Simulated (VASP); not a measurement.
Wanted: the native input for a VASP 6.6.1 run.

```yaml
Task: single point
Functional: PBE
Potentials_or_basis: VASP PAW PBE potentials, release 64 (Ge_d, N, C)
Cutoff: 520 eV
k_mesh: 9 × 9 × 9
Occupations: fermi-dirac, width 0.05 eV
Spin: no spin polarisation
Dipole_correction: no
Further_INCAR_settings: ALGO = Normal; EDIFF = 1e-06; NBANDS = 22
```

The structure of GeCN2 lies in POSCAR:

```
GeCN2
1.0
    1.8056701223      1.0425041312      4.9545539055
   -1.8056701223      1.0425041312      4.9545539055
    0.0000000000     -2.0850082624      4.9545539055
Ge N C
1 2 1
Direct
    0.0000000000      0.0000000000      0.0000000000
    0.5839044000      0.5839044000      0.5839044000
    0.4160956000      0.4160956000      0.4160956000
    0.5000000000      0.5000000000      0.5000000000
```

These files were run (other wordings do the same):

INCAR

```
SYSTEM = GeCN2
  PREC = Accurate
  ENCUT = 520
  EDIFF = 1E-6
  ISMEAR = -1
  SIGMA = 0.05
  LREAL = .FALSE.
  LASPH = .TRUE.
  NELM = 100
  ALGO = Normal
  ISIF = 2
  LWAVE = .FALSE.
  LCHARG = .FALSE.
  GGA = PE
  NBANDS = 22
```

KPOINTS

```
regular mesh
0
G
  9 9 9
  0 0 0
```

Potentials or basis: VASP PAW PBE potentials, release 64 (Ge_d, N, C).

Run with:

```sh
$ cat potpaw_PBE.64/Ge_d/POTCAR potpaw_PBE.64/N/POTCAR potpaw_PBE.64/C/POTCAR > POTCAR
$ mpirun -np 1 vasp_std > vasp.out
```

It gave:

| Item | Value |
| --- | --- |
| Pressure | -2.4 GPa |
| Largest force | 0.477 eV/Å |
| Band gap on the k mesh | 1.16 eV, indirect (least direct gap 2.03 eV) |

Run time: 3.5 min on 1 thread of AMD EPYC 7R43 64-Core Processor (Zen 3), with other jobs on the host, peak memory 0.25 GiB.
